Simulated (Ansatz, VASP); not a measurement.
MgO: VASP beside Ansatz

The input INCAR:

```
SYSTEM = MgO
PREC     = Accurate       ! precision mode
ENCUT    = 520            ! plane-wave cutoff, eV
EDIFF    = 1E-7           ! SCF threshold, eV
ISMEAR   = -1             ! smearing method
SIGMA    = 0.05           ! smearing width, eV
LREAL    = .FALSE.        ! projectors in reciprocal space
LASPH    = .TRUE.         ! aspherical terms in the spheres
NELM     = 80             ! most SCF steps
ALGO     = Normal         ! electronic algorithm
ISIF     = 2              ! what is computed and relaxed
LWAVE    = .FALSE.        ! write WAVECAR
LCHARG   = .FALSE.        ! write CHGCAR
NBANDS   = 16             ! bands
```

File KPOINTS:

```
Automatic mesh
0
G
  9 9 6
  0 0 0
```

Contents of POSCAR:

```
MgO
1.0
    3.3077869865      0.0000000000      0.0000000000
   -1.6538934933      2.8646275606      0.0000000000
    0.0000000000      0.0000000000      4.9828816700
Mg O
2 2
Direct
    0.6666666667      0.3333333333      0.5021597400
    0.3333333333      0.6666666667      0.0021597400
    0.6666666667      0.3333333333      0.9024402600
    0.3333333333      0.6666666667      0.4024402600
```

File input.yaml:

```yaml
crystal:
  lattice:
    - [3.3077869865, 0.0, 0.0]
    - [-1.6538934933, 2.8646275606, 0.0]
    - [0.0, 0.0, 4.98288167]
  atoms:
    - { symbol: Mg, position: [0.6666666667, 0.3333333333, 0.50215974] }
    - { symbol: Mg, position: [0.3333333333, 0.6666666667, 0.00215974] }
    - { symbol: O, position: [0.6666666667, 0.3333333333, 0.90244026] }
    - { symbol: O, position: [0.3333333333, 0.6666666667, 0.40244026] }
kpoints:
  mp_grid: { grid: [9, 9, 6] }
scf:
  occupations: { method: fermi_dirac, width: 0.05 }
hamiltonian:
  xc: lda
  pseudopotentials: { kind: all_electron, lapw: { basis_error: 0.002 } }
output:
  forces: true
  stress: true
  eigenvalues: true
```

Alike in both runs: task single point; functional LDA; k mesh 9 × 9 × 6; occupations fermi-dirac, width 0.05 eV; no spin polarisation.

```csv
,VASP,Ansatz
version,VASP 6.6.1,Ansatz 0.2.0
potentials or method,"VASP PAW LDA potentials, release 64 (Mg, O), cutoff 520 eV","all-electron LAPW, scalar-relativistic"
```

```tsv
	VASP	Ansatz	Ansatz less VASP
gap on the k mesh at the Fermi level (eV)	3.36	3.36	+0.005
least direct gap on the mesh (eV)	3.36	3.36	+0.005
pressure (GPa)	-5.4	-4.1	+1.31
traceless stress, the component that is largest in VASP (GPa)	0.47	0.30	-0.174
rms of the force components (eV/Å)	0.028	0.022	-0.0059
```

LDA's correlation is that of Perdew and Zunger in VASP and of Perdew and Wang (1992) in Ansatz. Atom by atom the forces differ by 0.006 eV/Å (rms over components). Ansatz ran all-electron here, and VASP with PAW potentials.
